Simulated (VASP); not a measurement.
# Bi (Im-3m) in VASP: a series of runs, part 2 of 2

VASP 6.6.1.

**3. Single point, r2SCAN (volume scaled by 0.88)**

The input, POSCAR:

```
Bi
1.0
   -1.9009354414      1.9009354414      1.9009354414
    1.9009354414     -1.9009354414      1.9009354414
    1.9009354414      1.9009354414     -1.9009354414
Bi
1
Direct
    0.0000000000      0.0000000000      0.0000000000
```

The input, INCAR.step1:

```
SYSTEM = Bi
  PREC = Accurate
  ENCUT = 550
  ISMEAR = -1
  SIGMA = 0.1
  LREAL = .FALSE.
  LASPH = .TRUE.
  NELM = 120
  NBANDS = 14
  GGA = PE
  ALGO = Normal
  EDIFF = 1E-5
  LWAVE = .TRUE.
  LCHARG = .FALSE.
  GGA_COMPAT = .FALSE.
```

The input, INCAR.step2:

```
SYSTEM = Bi
  PREC = Accurate
  ENCUT = 550
  EDIFF = 1E-6
  ISMEAR = -1
  SIGMA = 0.1
  LREAL = .FALSE.
  LASPH = .TRUE.
  NELM = 120
  ALGO = Normal
  ISIF = 2
  LWAVE = .FALSE.
  LCHARG = .FALSE.
  METAGGA = R2SCAN
  LMIXTAU = .TRUE.
  NBANDS = 14
  ISTART = 1
  GGA_COMPAT = .FALSE.
```

The input, KPOINTS:

```
Automatic mesh
0
G
  13 13 13
  0 0 0
```

Potentials or basis: VASP PAW PBE potentials, release 64 (Bi_d).

The run is started by

```sh
cat potpaw_PBE.64/Bi_d/POTCAR > POTCAR
cp INCAR.step1 INCAR
mpirun -np 1 vasp_std > vasp.out
cp INCAR.step2 INCAR
mpirun -np 1 vasp_std > vasp.out
```

OUTCAR:

```text
SYSTEM = Bi
   PREC = Accurate
   ENCUT = 550
   EDIFF = 1E-6
   ISMEAR = -1
   LREAL = .FALSE.
   LASPH = .TRUE.
   NELM = 120
   ISIF = 2
   METAGGA = R2SCAN
   ISTART = 1

 ion  position               nearest neighbor table
   1  0.000  0.000  0.000-

  LATTYP: Found a body centered cubic cell.
 ALAT       =     3.8018708828

  Lattice vectors:

 A1 = (  -1.9009354414,   1.9009354414,   1.9009354414)
 A2 = (   1.9009354414,  -1.9009354414,   1.9009354414)
 A3 = (   1.9009354414,   1.9009354414,  -1.9009354414)

Analysis of symmetry for initial positions (statically):
=====================================================================
 Subroutine PRICEL returns:
 Original cell was already a primitive cell.

 Routine SETGRP: Setting up the symmetry group for a
 body centered cubic supercell.

 Subroutine GETGRP returns: Found 48 space group operations
 (whereof 48 operations were pure point group operations)
 out of a pool of 48 trial point group operations.

The static configuration has the point symmetry O_h .

Analysis of symmetry for dynamics (positions and initial velocities):
=====================================================================
 Subroutine PRICEL returns:
 Original cell was already a primitive cell.

 Routine SETGRP: Setting up the symmetry group for a
 body centered cubic supercell.

 Subroutine GETGRP returns: Found 48 space group operations
 (whereof 48 operations were pure point group operations)
 out of a pool of 48 trial point group operations.

The dynamic configuration has the point symmetry O_h .

 Subroutine INISYM returns: Found 48 space group operations
 (whereof 48 operations are pure point group operations),
 and found     1 'primitive' translations

----------------------------------------------------------------------------------------

                                     Primitive cell

  volume of cell :      27.4765

[... 108 lines left out ...]
  Fermi-wavevector in a.u.,A,eV,Ry     =   1.337985  2.528425 24.357199  1.790204
  Thomas-Fermi vector in A             =   2.466491
   LORBIT       =      0    0 simple, 1 ext, 2 COOP (PROOUT), +10 PAW based schemes
   METAGGA = R2SCAN    functional components
   LHFCALC =     F    Hartree Fock is set to
   AEXX    =    0.0000 exact exchange contribution
   IVDW    =     0    specifies the selected vdW correction
   LEPSILON=     F    determine dielectric tensor
   LRPA    =     F    only Hartree local field effects (RPA)
 non-spin polarized calculation
  energy-cutoff  :      550.00
  volume of cell :       27.48
 maximum number of plane-waves:       821
 NGX is ok and might be reduce to    28
   NGX = 13   NGY = 13   NGZ = 13

 number of electron      14.9999998 magnetization

 Free energy of the ion-electron system (eV)
  ---------------------------------------------------
  ext. energy  EPLUGINS =         0.00000000
  ---------------------------------------------------
  free energy    TOTEN  =       -58.18344842 eV

  energy without entropy =      -58.16148618  energy(sigma->0) =      -58.17246730

 E-fermi :   9.4695     XC(G=0): -11.7521

 val. band max:        9.4249151437   @ k =   0.3077   0.1538   0.1538
 cond. band min:       9.4960053950   @ k =   0.2308   0.0000   0.0000
 fundamental gap:      0.0710902513
 Fermi energy:         9.4694857165

 k-point     1 :       0.0000    0.0000    0.0000
  band No.  band energies     occupation
      1     -14.3895      2.00000
      2     -14.3895      2.00000
      3     -14.3895      2.00000
      4     -14.1769      2.00000
      5     -14.1769      2.00000
      6      -5.6120      2.00000
      7      15.8477      0.00000
      8      15.8477      0.00000
      9      15.8477      0.00000
     10      20.7600      0.00000
     11      20.7600      0.00000
     12      20.7600      0.00000
     13      21.4284      0.00000
     14      22.5339      0.00000
[... 377 lines left out ...]
      1     -14.4221      2.00000
      2     -14.3569      2.00000
      3     -14.2035      2.00000
      4     -14.1876      2.00000
      5     -14.1503      2.00000
      6      -3.3230      2.00000
      7       7.0263      2.00000
      8      11.0836      0.00000
      9      12.5995      0.00000
     10      19.2699      0.00000
     11      20.2297      0.00000
     12      22.1435      0.00000
     13      23.7496      0.00000
     14      26.0179      0.00000

 [... further k-points ...]
[... 5 lines left out ...]
  --------------------------------------------------------------------------------------
  -------------------------------------------------------------------------------------
  Total        1.6163648      1.6163648      1.6163648      0.0000000      0.0000000     -0.0000000
  in kB       94.2514119     94.2514119     94.2514119      0.0000000      0.0000000     -0.0000000
  external PRESSURE =      94.2514119 kB  Pullay stress =       0.0000000 kB

 VOLUME and BASIS-vectors are now :
 -----------------------------------------------------------------------------
  energy-cutoff  :      550.00
  volume of cell :       27.48
      direct lattice vectors                 reciprocal lattice vectors
    -1.900935441  1.900935441  1.900935441     0.000000000  0.263028396  0.263028396
     1.900935441 -1.900935441  1.900935441     0.263028396  0.000000000  0.263028396
     1.900935441  1.900935441 -1.900935441     0.263028396  0.263028396  0.000000000

 POSITION                                       TOTAL-FORCE (eV/Angst)
 -----------------------------------------------------------------------------------
      0.00000      0.00000      0.00000         0.000000      0.000000      0.000000
 -----------------------------------------------------------------------------------
    total drift:                               -0.000000     -0.000000     -0.000000

  FREE ENERGIE OF THE ION-ELECTRON SYSTEM (eV)
  ---------------------------------------------------
  free  energy   TOTEN  =       -58.1834484188 eV

  energy  without entropy=      -58.1614861837  energy(sigma->0) =      -58.17246730
```

OUTCAR.step1:

```text
SYSTEM = Bi
   PREC = Accurate
   ENCUT = 550
   ISMEAR = -1
   LREAL = .FALSE.
   LASPH = .TRUE.
[... 625 lines left out ...]
 -----------------------------------------------------------------------------------
      0.00000      0.00000      0.00000         0.000000      0.000000      0.000000
 -----------------------------------------------------------------------------------
    total drift:                               -0.000000     -0.000000     -0.000000

  FREE ENERGIE OF THE ION-ELECTRON SYSTEM (eV)
  ---------------------------------------------------
  free  energy   TOTEN  =        -3.6515830214 eV

  energy  without entropy=       -3.6279316173  energy(sigma->0) =       -3.63975732
```

OSZICAR.step1:

```text
N       E                     dE             d eps       ncg     rms          rms(c)
DAV:   1     0.117762067554E+03    0.11776E+03   -0.78544E+03  2398   0.134E+03
DAV:   2     0.314872198492E+01   -0.11461E+03   -0.11047E+03  2538   0.360E+02
DAV:   3    -0.350195274879E+01   -0.66507E+01   -0.66110E+01  2972   0.806E+01
DAV:   4    -0.365072995862E+01   -0.14878E+00   -0.14874E+00  2966   0.126E+01
DAV:   5    -0.365709684185E+01   -0.63669E-02   -0.63667E-02  3278   0.242E+00    0.491E-01
DAV:   6    -0.365280878952E+01    0.42881E-02   -0.65843E-03  3220   0.116E+00    0.278E-01
DAV:   7    -0.365156473827E+01    0.12441E-02   -0.37942E-03  3114   0.922E-01    0.743E-02
DAV:   8    -0.365158689182E+01   -0.22154E-04   -0.42031E-04  3118   0.286E-01    0.741E-03
DAV:   9    -0.365158302145E+01    0.38704E-05   -0.66708E-06  2220   0.399E-02
   1 F= -.36515830E+01 E0= -.36397573E+01  d E =-.236514E-01
```

Run time: 2.1 min. Hardware: 1 thread of Intel Xeon 6975P-C (Granite Rapids), shared host; peak memory 0.18 GiB.

What came out:

```yaml
Free_energy: -58.1834 eV
Pressure: 9.4 GPa
```

Caveat: the PAW data sets were made with another functional, which shifts forces and pressure a little; spin-orbit coupling is left out, which moves the levels of the heavy elements.

**4. Single point, r2SCAN (volume scaled by 0.92)**

The input, POSCAR:

```
Bi
1.0
   -1.9293117957      1.9293117957      1.9293117957
    1.9293117957     -1.9293117957      1.9293117957
    1.9293117957      1.9293117957     -1.9293117957
Bi
1
Direct
    0.0000000000      0.0000000000      0.0000000000
```

The input, INCAR.step1:

```
PREC = Accurate
ENCUT = 550
ISMEAR = -1
SIGMA = 0.1
LREAL = False
LASPH = True
NELM = 120
NBANDS = 14
GGA = PE
ALGO = Normal
EDIFF = 1E-5
LWAVE = True
LCHARG = False
GGA_COMPAT = False
```

The input, INCAR.step2:

```
PREC = Accurate
ENCUT = 550
EDIFF = 1E-6
ISMEAR = -1
SIGMA = 0.1
LREAL = False
LASPH = True
NELM = 120
ALGO = Normal
ISIF = 2
LWAVE = False
LCHARG = False
METAGGA = R2SCAN
LMIXTAU = True
NBANDS = 14
ISTART = 1
GGA_COMPAT = False
```

The input, KPOINTS:

```
regular mesh
0
Gamma
  13 13 13
```

The run is started by

```sh
cat potpaw_PBE.64/Bi_d/POTCAR > POTCAR
cp INCAR.step1 INCAR
mpirun -np 1 vasp_std > vasp.out
cp INCAR.step2 INCAR
mpirun -np 1 vasp_std > vasp.out
```

Wall time 1.9 min (1 thread of Intel Xeon 6975P-C (Granite Rapids), shared host); peak memory 0.18 GiB.

Results (log left out):

- Free energy: -58.2419 eV
- Pressure: 5.5 GPa

Levels at points of the mesh, in eV from the Fermi level:
```tsv
k point	band 5	band 6	band 7	band 8	band 9	band 10
(0.00, 0.00, 0.00)	-23.61	-14.71	6.01	6.01	6.01	11.28
```

Caveat: the PAW data sets were made with another functional, which shifts forces and pressure a little; spin-orbit coupling is left out, which moves the levels of the heavy elements.

**5. Single point, r2SCAN (volume scaled by 0.96)**

The input, POSCAR:

```
Bi
1.0
   -1.9568771170      1.9568771170      1.9568771170
    1.9568771170     -1.9568771170      1.9568771170
    1.9568771170      1.9568771170     -1.9568771170
Bi
1
Direct
    0.0000000000      0.0000000000      0.0000000000
```

The input, INCAR.step1:

```
SYSTEM = Bi
PREC     = Accurate       ! precision mode
ENCUT    = 550            ! plane-wave cutoff, eV
ISMEAR   = -1             ! smearing method
SIGMA    = 0.1            ! smearing width, eV
LREAL    = .FALSE.        ! projectors in reciprocal space
LASPH    = .TRUE.         ! aspherical terms in the spheres
NELM     = 120            ! most SCF steps
NBANDS   = 14             ! bands
GGA      = PE             ! functional
ALGO     = Normal         ! electronic algorithm
EDIFF    = 1E-5           ! SCF threshold, eV
LWAVE    = .TRUE.         ! write WAVECAR
LCHARG   = .FALSE.        ! write CHGCAR
GGA_COMPAT= .FALSE.
```

The input, INCAR.step2:

```
SYSTEM = Bi
PREC     = Accurate       ! precision mode
ENCUT    = 550            ! plane-wave cutoff, eV
EDIFF    = 1E-6           ! SCF threshold, eV
ISMEAR   = -1             ! smearing method
SIGMA    = 0.1            ! smearing width, eV
LREAL    = .FALSE.        ! projectors in reciprocal space
LASPH    = .TRUE.         ! aspherical terms in the spheres
NELM     = 120            ! most SCF steps
ALGO     = Normal         ! electronic algorithm
ISIF     = 2              ! what is computed and relaxed
LWAVE    = .FALSE.        ! write WAVECAR
LCHARG   = .TRUE.         ! write CHGCAR
METAGGA  = R2SCAN         ! meta-GGA
LMIXTAU  = .TRUE.       
LELF     = .TRUE.         ! ELF
LVHAR    = .TRUE.       
NBANDS   = 14             ! bands
ISTART   = 1            
GGA_COMPAT= .FALSE.
```

The input, KPOINTS:

```
Automatic mesh
0
G
  13 13 13
  0 0 0
```

The run is started by

```sh
cat potpaw_PBE.64/Bi_d/POTCAR > POTCAR
cp INCAR.step1 INCAR
mpirun -np 1 vasp_std > vasp.out
cp INCAR.step2 INCAR
mpirun -np 1 vasp_std > vasp.out
```

Wall time 2.1 min (1 thread of Intel Xeon 6975P-C (Granite Rapids), shared host); peak memory 0.18 GiB.

It converged, with:

| Property | Result |
| --- | --- |
| Free energy | -58.2733 eV |
| Pressure | 2.4 GPa |

Levels at points of the mesh, in eV from the Fermi level:
| k point | band 5 | band 6 | band 7 | band 8 | band 9 | band 10 |
| --- | --- | --- | --- | --- | --- | --- |
| (0.00, 0.00, 0.00) | -23.58 | -14.37 | 5.67 | 5.67 | 5.67 | 10.67 |

Caveat: the PAW data sets were made with another functional, which shifts forces and pressure a little; spin-orbit coupling is left out, which moves the levels of the heavy elements.

**6. Overview**

```tsv
cell	k mesh	gap on the mesh (eV)	pressure (GPa)
a = 3.436 Å, angles 109.5°, 1 atom	6 × 6 × 6	none	0.1
a = 3.293 Å, angles 109.5°, 1 atom	13 × 13 × 13	none	9.4
a = 3.342 Å, angles 109.5°, 1 atom	13 × 13 × 13	none	5.5
a = 3.389 Å, angles 109.5°, 1 atom	13 × 13 × 13	none	2.4
```

Alike in all rows: task single point; level r2SCAN; potentials or basis VASP PAW PBE potentials, release 64 (Bi_d); no spin polarisation; cutoff (eV) 550; smearing fermi-dirac 0.1 eV.

Caveats: some runs use coarse meshes; the PAW data sets were made with another functional, which shifts forces and pressure a little; spin-orbit coupling is left out, which moves the levels of the heavy elements.

Total energies depend on the potentials used, so only differences within one code and one set of settings carry meaning.
